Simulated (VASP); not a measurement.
A run of VASP 6.6.1 is set up as follows.

File INCAR:

```
PREC = Accurate
ENCUT = 600
EDIFF = 1E-7
ISMEAR = -1
SIGMA = 0.05
LREAL = F
LASPH = T
NELM = 120
ALGO = Normal
ISIF = 3
LWAVE = F
LCHARG = F
GGA = RP
IVDW = 12
IBRION = 2
NSW = 60
EDIFFG = -0.01
GGA_COMPAT = F
NELMIN = 4
```

The input KPOINTS:

```
regular mesh
0
Gamma
  13 13 13
```

POSCAR

```
Cu
1.0
    0.0000000000      1.8075000000      1.8075000000
    1.8075000000      0.0000000000      1.8075000000
    1.8075000000      1.8075000000      0.0000000000
Cu
1
Direct
    0.0000000000      0.0000000000      0.0000000000
```

Potentials or basis: VASP PAW PBE potentials, release 64 (Cu).

Launch:

```console
$ cat potpaw_PBE.64/Cu/POTCAR > POTCAR
$ mpirun -np 1 vasp_std > vasp.out
```

Problem. Estimate the relaxed volume.

Solution. 9.76 Å³/atom.

Problem. Estimate the relaxed cell.

Solution. a = 2.399 Å, b = 2.399 Å, c = 2.399 Å, α = 60.00°, β = 60.00°, γ = 60.00°.

Problem. Estimate the dispersion energy per atom.

Solution. -3.466 eV.

Problem. Predict the space group after relaxing (to 0.05 Å).

Solution. Fm-3m (No. 225).

Final structure:
```xyz
1
Lattice="0.0000 1.6964 1.6964 1.6964 0.0000 1.6964 1.6964 1.6964 0.0000" Properties=species:S:1:pos:R:3 pbc="T T T"
Cu    0.0000    0.0000    0.0000
```

Caveat: the volume moved by over 15 % at a fixed basis, so the end points are rough; the PAW data sets were made with another functional, which shifts forces and pressure a little; the volume moved by -17 % from the deposited cell, more than functionals usually miss; pairwise dispersion overbinds metals, which lowers pressure and volume.
